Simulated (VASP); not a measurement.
# TeAu2S3 (P-6m2) in VASP: notebook

Runs on TeAu2S3. Level: PBE. Tasks: single point.

Program: VASP 6.6.1. These are calculated values, not measurements. Logs are shortened: lines on timing, memory, paths and dates and some standing lists are left out, and cuts for length are marked.

## Step 1: The cell of the first run

It takes space group P-6m2 (No. 187, hexagonal). The conventional cell has a = 5.181 Å, b = 5.181 Å, c = 6.603 Å, α = 90.00°, β = 90.00°, γ = 120.00°. Within 4.3 Å of Te (site symmetry -6m2) lie 6 Au at 3.27 Å and 12 S at 4.20 Å. Within 3.0 Å of S (site symmetry mm2) lie 4 S at 2.28 to 2.90 Å and 2 Au at 2.59 Å. Au (site symmetry 3m) has 3 S at 2.59 Å and 1 Au at 2.65 Å and 3 Te at 3.27 Å within 3.4 Å.

The cell was generated, and may not be a known phase.

## Step 2: Single point, PBE

INCAR reads:

```
SYSTEM = TeAu2S3
PREC = Accurate
ENCUT = 500
EDIFF = 1E-6
ISMEAR = 0
SIGMA = 0.15
LREAL = .False.
LASPH = .True.
NELM = 120
ALGO = Normal
ISIF = 2
LWAVE = .False.
LCHARG = .False.
GGA = PE
NBANDS = 32
GGA_COMPAT = .False.
```

KPOINTS reads:

```
regular mesh
0
Gamma
  2 2 3
  0 0 0
```

POSCAR reads:

```
TeAu2S3
1.0
    5.1809489549     -0.0000000023      0.0000000000
   -2.5904744755      4.4868334118      0.0000000000
    0.0000000000      0.0000000000      6.6032281497
Te S Au
1 3 2
Direct
    0.0000000000      0.0000000000      0.0000000000
    0.4802936824      0.5197063176      0.5000000000
    0.4802936824      0.9605873648      0.5000000000
    0.0394126352      0.5197063176      0.5000000000
    0.6666666667      0.3333333333      0.7989756781
    0.6666666667      0.3333333333      0.2010243219
```

Potentials or basis: VASP PAW PBE potentials, release 64 (Te, S, Au).

Started as:

```bash
> cat potpaw_PBE.64/Te/POTCAR potpaw_PBE.64/S/POTCAR potpaw_PBE.64/Au/POTCAR > POTCAR
> mpirun -np 1 vasp_std > vasp.out
```

OUTCAR:

```text
SYSTEM = TeAu2S3
   PREC = Accurate
   ENCUT = 500
   EDIFF = 1E-6
   ISMEAR = 0
   LREAL = .False.
   LASPH = .True.
   NELM = 120
   ISIF = 2
   GGA = PE

 ion  position               nearest neighbor table
   1  0.000  0.000  0.000-   5 3.27   6 3.27   5 3.27   6 3.27   5 3.27   6 3.27
   2  0.480  0.520  0.500-   4 2.28   3 2.28   5 2.59   6 2.59
   3  0.480  0.961  0.500-   4 2.28   2 2.28   5 2.59   6 2.59
   4  0.039  0.520  0.500-   3 2.28   2 2.28   5 2.59   6 2.59
   5  0.667  0.333  0.799-   4 2.59   3 2.59   2 2.59   6 2.65   1 3.27   1 3.27   1 3.27
   6  0.667  0.333  0.201-   4 2.59   3 2.59   2 2.59   5 2.65   1 3.27   1 3.27   1 3.27

  LATTYP: Found a hexagonal cell.
 ALAT       =     5.1809489549
 C/A-ratio  =     1.2745209820

  Lattice vectors:

 A1 = (   5.1809489549,  -0.0000000023,   0.0000000000)
 A2 = (  -2.5904744755,   4.4868334118,   0.0000000000)
 A3 = (   0.0000000000,   0.0000000000,   6.6032281497)

Analysis of symmetry for initial positions (statically):
=====================================================================
 Subroutine PRICEL returns:
 Original cell was already a primitive cell.

 Routine SETGRP: Setting up the symmetry group for a
 hexagonal supercell.

 Subroutine GETGRP returns: Found 12 space group operations
 (whereof 12 operations were pure point group operations)
 out of a pool of 24 trial point group operations.

The static configuration has the point symmetry D_3h.

Analysis of symmetry for dynamics (positions and initial velocities):
=====================================================================
 Subroutine PRICEL returns:
 Original cell was already a primitive cell.

 Routine SETGRP: Setting up the symmetry group for a
 hexagonal supercell.

 Subroutine GETGRP returns: Found 12 space group operations
 (whereof 12 operations were pure point group operations)
 out of a pool of 24 trial point group operations.

The dynamic configuration has the point symmetry D_3h.

 Subroutine INISYM returns: Found 12 space group operations
 (whereof 12 operations are pure point group operations),
 and found     1 'primitive' translations

----------------------------------------------------------------------------------------

                                     Primitive cell

  volume of cell :     153.4990

  direct lattice vectors                    reciprocal lattice vectors
     5.180948955 -0.000000002  0.000000000     0.193014834  0.111437166  0.000000000
    -2.590474476  4.486833412  0.000000000     0.000000000  0.222874332  0.000000000
     0.000000000  0.000000000  6.603228150     0.000000000  0.000000000  0.151441080

  length of vectors
     5.180948955  5.180948955  6.603228150     0.222874332  0.222874332  0.151441080

  position of ions in fractional coordinates (direct lattice)
     0.000000000  0.000000000  0.000000000
     0.480293682  0.519706318  0.500000000
     0.480293682  0.960587365  0.500000000
     0.039412635  0.519706318  0.500000000
     0.666666667  0.333333333  0.798975678
     0.666666667  0.333333333  0.201024322

  ion indices of the primitive-cell ions
   primitive index   ion index
                 1           1
                 2           2
                 3           3
                 4           4
                 5           5
                 6           6

----------------------------------------------------------------------------------------

 KPOINTS: regular mesh

Automatic generation of k-mesh.
 Grid dimensions read from file:
 generate k-points for:    2    2    3

 Generating k-lattice:

  Cartesian coordinates                     Fractional coordinates (reciprocal lattice)
     0.096507417  0.055718583  0.000000000     0.500000000 -0.000000000  0.000000000
     0.000000000  0.111437166  0.000000000    -0.000000000  0.500000000  0.000000000
     0.000000000  0.000000000  0.050480360     0.000000000  0.000000000  0.333333333

  Length of vectors
     0.111437166  0.111437166  0.050480360

  Shift w.r.t. Gamma in fractional coordinates (k-lattice)
     0.000000000  0.000000000  0.000000000

 Subroutine IBZKPT returns following result:
 ===========================================

 Found      4 irreducible k-points:

 Following reciprocal coordinates:
            Coordinates               Weight
  0.000000  0.000000  0.000000      1.000000
  0.500000  0.000000  0.000000      3.000000
  0.000000  0.000000  0.333333      2.000000
  0.500000  0.000000  0.333333      6.000000
   k-points           NKPTS =      4   k-points in BZ     NKDIM =      4   number of bands    NBANDS=     32
   number of dos      NEDOS =    301   number of ions     NIONS =      6
   total plane-waves  NPLWV =  76800
   dimension x,y,z NGX =    40 NGY =   40 NGZ =   48
   dimension x,y,z NGXF=    80 NGYF=   80 NGZF=   96
   ions per type =               1   3   2
   NGX,Y,Z   is equivalent  to a cutoff of  12.84, 12.84, 12.08 a.u.
   NGXF,Y,Z  is equivalent  to a cutoff of  25.67, 25.67, 24.17 a.u.
 SYSTEM =  TeAu2S3
   PREC   = accura    normal or accurate (medium, high low for compatibility)
   ISTART =      0    job   : 0-new  1-cont  2-samecut
   ICHARG =      2    charge: 1-file 2-atom 10-const
   ISPIN  =      1    spin polarized calculation?
   LNONCOLLINEAR =      F non collinear calculations
   LSORBIT =      F    spin-orbit coupling
   LASPH  =      T    aspherical Exc in radial PAW
   ENCUT  =  500.0 eV  36.75 Ry    6.06 a.u.   9.45  9.45 12.04*2*pi/ulx,y,z
   NELM   =    120;   NELMIN=  2; NELMDL= -5     # of ELM steps
   EDIFF  = 0.1E-05   stopping-criterion for ELM
   LREAL  =      F    real-space projection
[... 7 lines left out ...]
   TEBEG  =    0.0;   TEEND  =   0.0 temperature during run
   PSTRESS=    0.0 pullay stress
   NELECT =      46.0000    total number of electrons
   NUPDOWN=      -1.0000    fix difference up-down
   EMIN   =  10.00;   EMAX   =-10.00  energy-range for DOS
   EFERMI =   0.00;   METHOD = LEGACY
   ISMEAR =     0;   SIGMA  =   0.15  broadening in eV -4-tet -1-fermi 0-gaus
   EFERMI_NEDOS =   21; number of points for ismear=-14 and -15
   IALGO  =     38    algorithm
   IMIX   =      4    mixing-type and parameters
     AMIX     =   0.40;   BMIX     =  1.00
     AMIX_MAG =   1.60;   BMIX_MAG =  1.00
  volume/ion in A,a.u.               =      25.58       172.64
  Fermi-wavevector in a.u.,A,eV,Ry     =   1.095533  2.070258 16.329620  1.200193
  Thomas-Fermi vector in A             =   2.231859
   LORBIT       =      0    0 simple, 1 ext, 2 COOP (PROOUT), +10 PAW based schemes
   GGA     = PE    functional components
   LHFCALC =     F    Hartree Fock is set to
   AEXX    =    0.0000 exact exchange contribution
   IVDW    =     0    specifies the selected vdW correction
   LEPSILON=     F    determine dielectric tensor
   LRPA    =     F    only Hartree local field effects (RPA)
 non-spin polarized calculation
 Gauss-broadening in eV      SIGMA  =   0.15
  energy-cutoff  :      500.00
  volume of cell :      153.50
 maximum number of plane-waves:      3910
 NGX is ok and might be reduce to    40
   NGX = 19   NGY = 19   NGZ = 25

 number of electron      46.0000000 magnetization

 Free energy of the ion-electron system (eV)
  ---------------------------------------------------
  ext. energy  EPLUGINS =         0.00000000
  ---------------------------------------------------
  free energy    TOTEN  =       -18.84850530 eV

  energy without entropy =      -18.72422759  energy(sigma->0) =      -18.78636644

 E-fermi :   4.2448     XC(G=0):  -9.2700

 val. band max:        4.2254681651   @ k =   0.5000   0.0000   0.3333
 cond. band min:       4.2790775197   @ k =   0.0000   0.0000   0.0000
 fundamental gap:      0.0536093546
 Fermi energy:         4.2447985031

 k-point     1 :       0.0000    0.0000    0.0000
  band No.  band energies     occupation
      1     -11.8491      2.00000
      2      -7.2829      2.00000
      3      -7.2829      2.00000
      4      -6.2320      2.00000
      5      -4.3239      2.00000
      6      -1.6738      2.00000
[... 24 lines left out ...]
     31       9.3700      0.00000
     32      10.3908      0.00000

 k-point     2 :       0.5000    0.0000    0.0000
  band No.  band energies     occupation
      1     -11.3546      2.00000
      2      -8.9474      2.00000
      3      -7.4439      2.00000
      4      -6.0636      2.00000
      5      -2.6494      2.00000
      6      -1.1104      2.00000
[... 24 lines left out ...]
     31      11.1731      0.00000
     32      11.7042      0.00000

 k-point     3 :       0.0000    0.0000    0.3333
  band No.  band energies     occupation
      1     -11.8400      2.00000
      2      -7.2775      2.00000
      3      -7.2775      2.00000
      4      -6.2747      2.00000
      5      -4.1999      2.00000
      6      -1.6505      2.00000
[... 24 lines left out ...]
     31       9.7840      0.00000
     32       9.7840      0.00000

 k-point     4 :       0.5000    0.0000    0.3333
  band No.  band energies     occupation
      1     -11.3524      2.00000
      2      -8.9159      2.00000
      3      -7.4391      2.00000
      4      -6.0741      2.00000
      5      -2.5025      2.00000
      6      -1.5341      2.00000
[... 24 lines left out ...]
     31      10.7465      0.00000
     32      11.3189      0.00000

------------------------ aborting loop because EDIFF is reached ----------------------------------------

  FORCE on cell =-STRESS in cart. coord.  units (eV):
  Direction    XX          YY          ZZ          XY          YZ          ZX
  --------------------------------------------------------------------------------------
  -------------------------------------------------------------------------------------
  Total        0.1724821      0.1724821     -0.0273740     -0.0000000     -0.0000000      0.0000000
  in kB        1.8003172      1.8003172     -0.2857217     -0.0000000     -0.0000000      0.0000000
  external PRESSURE =       1.1049709 kB  Pullay stress =       0.0000000 kB

 VOLUME and BASIS-vectors are now :
 -----------------------------------------------------------------------------
  energy-cutoff  :      500.00
  volume of cell :      153.50
      direct lattice vectors                 reciprocal lattice vectors
     5.180948955 -0.000000002  0.000000000     0.193014834  0.111437166  0.000000000
    -2.590474476  4.486833412  0.000000000     0.000000000  0.222874332  0.000000000
     0.000000000  0.000000000  6.603228150     0.000000000  0.000000000  0.151441080

 POSITION                                       TOTAL-FORCE (eV/Angst)
 -----------------------------------------------------------------------------------
      0.00000      0.00000      0.00000        -0.000000     -0.000000      0.000000
      1.14209      2.33184      3.30161        -0.025864      0.014933      0.000000
      0.00000      4.31000      3.30161        -0.000000     -0.029865     -0.000000
     -1.14209      2.33184      3.30161         0.025864      0.014933      0.000000
      2.59047      1.49561      5.27582        -0.000000     -0.000000     -0.042338
      2.59047      1.49561      1.32741        -0.000000     -0.000000      0.042338
 -----------------------------------------------------------------------------------
    total drift:                               -0.000001      0.000000      0.000000

  FREE ENERGIE OF THE ION-ELECTRON SYSTEM (eV)
  ---------------------------------------------------
  free  energy   TOTEN  =       -18.8485052991 eV

  energy  without entropy=      -18.7242275851  energy(sigma->0) =      -18.78636644
```

It took 60 s on 1 thread of Intel Xeon 8259CL, shared host; peak memory 0.25 GiB.

What came out:

```
Free energy            : -18.8485 eV
Pressure               : 0.1 GPa
Largest force          : 0.042 eV/Å
Band gap on the k mesh : zero (bands 23 and 24 overlap by 0.58 eV)
```

Forces on the atoms (eV/Å):
```
Te   0.000  0.000  0.000
S   -0.026  0.015  0.000
S    0.000 -0.030  0.000
S    0.026  0.015  0.000
Au   0.000  0.000 -0.042
Au   0.000  0.000  0.042
```

Levels at points of the mesh, in eV from the Fermi level:
| k point | band 18 | band 19 | band 20 | band 21 | band 22 | band 23 | band 24 | band 25 | band 26 | band 27 |
| --- | --- | --- | --- | --- | --- | --- | --- | --- | --- | --- |
| (0.00, 0.00, 0.00) | -3.12 | -1.27 | -0.40 | -0.13 | -0.13 | 0.03 | 0.03 | 2.45 | 2.61 | 3.68 |
| (0.50, 0.00, 0.00) | -2.67 | -2.27 | -2.18 | -1.00 | -0.47 | -0.19 | -0.16 | 0.08 | 1.42 | 3.46 |

Caveat: the k points lie up to 0.70 Å⁻¹ apart, too coarse for converged energies and pressures of a metal; spin-orbit coupling is left out, which moves the levels of the heavy elements.

## Step 3: Single point, PBE

This run uses another cell than the first one, of 26.46 Å³/atom.

INCAR reads:

```
PREC = Accurate
ENCUT = 500
EDIFF = 1E-6
ISMEAR = 0
SIGMA = 0.15
LREAL = F
LASPH = T
NELM = 120
ALGO = Normal
ISIF = 2
LWAVE = F
LCHARG = F
GGA = PE
NBANDS = 32
GGA_COMPAT = F
```

KPOINTS reads:

```
regular mesh
0
Gamma
  3 3 2
```

POSCAR reads:

```
TeAu2S3
1.0
    4.9938727880      0.0000000000      0.0000000000
   -2.4969363940      4.3248206977      0.0000000000
    0.0000000000      0.0000000000      7.3495684832
Te S Au
1 3 2
Direct
    0.6666666667      0.3333333333      0.0000000000
    0.3333333333      0.6666666667      0.5000000000
    0.0000000000      0.0000000000      0.8612712998
    0.0000000000      0.0000000000      0.1387287002
    0.3333333333      0.6666666667      0.1832122970
    0.3333333333      0.6666666667      0.8167877030
```

Potentials or basis: VASP PAW PBE potentials, release 64 (Te, S, Au).

Started as:

```bash
> cat potpaw_PBE.64/Te/POTCAR potpaw_PBE.64/S/POTCAR potpaw_PBE.64/Au/POTCAR > POTCAR
> mpirun -np 1 vasp_std > vasp.out
```

Run time: 54 s. Hardware: 1 thread of Intel Xeon 8259CL, shared host; peak memory 0.26 GiB.

The run converged. Its results:

| Property | Result |
| --- | --- |
| Free energy | -18.8753 eV |
| Pressure | -0.3 GPa |
| Largest force | 0.192 eV/Å |
| Band gap on the k mesh | zero (bands 23 and 24 overlap by 0.22 eV) |

Forces in eV/Å, atoms in the order of the input:
```
Te   0.000  0.000  0.000
S    0.000  0.000  0.000
S    0.000  0.000  0.192
S    0.000  0.000 -0.192
Au   0.000  0.000 -0.055
Au   0.000  0.000  0.055
```

Stress tensor (GPa, compression positive):
```
-0.16  0.00  0.00
 0.00 -0.16  0.00
 0.00  0.00 -0.61
```

Levels at points of the mesh, in eV from the Fermi level:
```tsv
k point	band 21	band 22	band 23	band 24	band 25	band 26
(0.00, 0.00, 0.00)	-0.82	-0.53	-0.53	0.11	0.26	0.26
(0.00, 0.00, 0.50)	-1.05	-0.73	-0.73	-0.06	0.06	0.06
```

Caveat: the k points lie up to 0.48 Å⁻¹ apart; spin-orbit coupling is left out, which moves the levels of the heavy elements.

The gap in the log of VASP goes by the Fermi energy; the results here count the filled bands.